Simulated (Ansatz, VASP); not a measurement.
# Si in VASP and in Ansatz

Contents of POSCAR:

```
Si
1.0
   -2.1816625201      2.1816625201      1.4356066211
    2.1816625201     -2.1816625201      1.4356066211
    2.1816625201      2.1816625201     -1.4356066211
Si
2
Direct
    0.2500000000      0.7500000000      0.5000000000
    0.5000000000      0.5000000000      0.0000000000
```

Contents of INCAR.step1:

```
SYSTEM = Si
ALGO = Normal
EDIFF = 1E-4
ENCUT = 520
GGA = PE
ISMEAR = 0
LASPH = .TRUE.
LCHARG = .FALSE.
LREAL = .FALSE.
LWAVE = .TRUE.
NBANDS = 11
NELM = 80
PREC = Accurate
SIGMA = 0.15
```

INCAR.step2

```
SYSTEM = Si
ALGO = Normal
EDIFF = 1E-6
ENCUT = 520
ISIF = 2
ISMEAR = 0
ISTART = 1
LASPH = .TRUE.
LCHARG = .FALSE.
LMIXTAU = .TRUE.
LREAL = .FALSE.
LWAVE = .FALSE.
METAGGA = R2SCAN
NBANDS = 11
NELM = 80
PREC = Accurate
SIGMA = 0.15
```

File KPOINTS:

```
k-points
0
G
  20 20 20
  0 0 0
```

Input for Ansatz:

```yaml
crystal:
  lattice:
    - [-2.1816625201, 2.1816625201, 1.4356066211]
    - [2.1816625201, -2.1816625201, 1.4356066211]
    - [2.1816625201, 2.1816625201, -1.4356066211]
  atoms:
    - { symbol: Si, position: [0.25, 0.75, 0.5] }
    - { symbol: Si, position: [0.5, 0.5, 0.0] }
basis:
  ecutwfc: 500
kpoints:
  mp_grid: { grid: [20, 20, 20] }
hamiltonian:
  xc: r2scan
scf:
  occupations: { method: gaussian, width: 0.15 }
output:
  forces: true
  stress: true
  eigenvalues: true
```

Change from the starting cell: strain -0.080 along x and y, +0.080 along z, atoms carried along.

Alike in both runs: task single point; functional r2SCAN; k mesh 20 × 20 × 20; occupations gaussian, width 0.15 eV; no spin polarisation.

|  | VASP | Ansatz |
| --- | --- | --- |
| version | VASP 6.6.1 | Ansatz 0.2.0 |
| potentials or method | VASP PAW PBE potentials, release 64 (Si), cutoff 520 eV | scalar-relativistic, plane waves, PAW |
| valence electrons in the cell | 8 | 8 |

Ansatz gave:

```
gap on the k mesh at the Fermi level (eV)                     : none
pressure (GPa)                                                : 24.8
traceless stress, the component that is largest in VASP (GPa) : -16.80
```

Question: What did VASP give for the same quantities?

Answer: gap on the k mesh at the Fermi level (eV): none; pressure (GPa): 24.7; traceless stress, the component that is largest in VASP (GPa): -16.56.

VASP's potentials were made for PBE, not for r2SCAN. A gap of «none» marks a metal or a gap that the smearing closes.
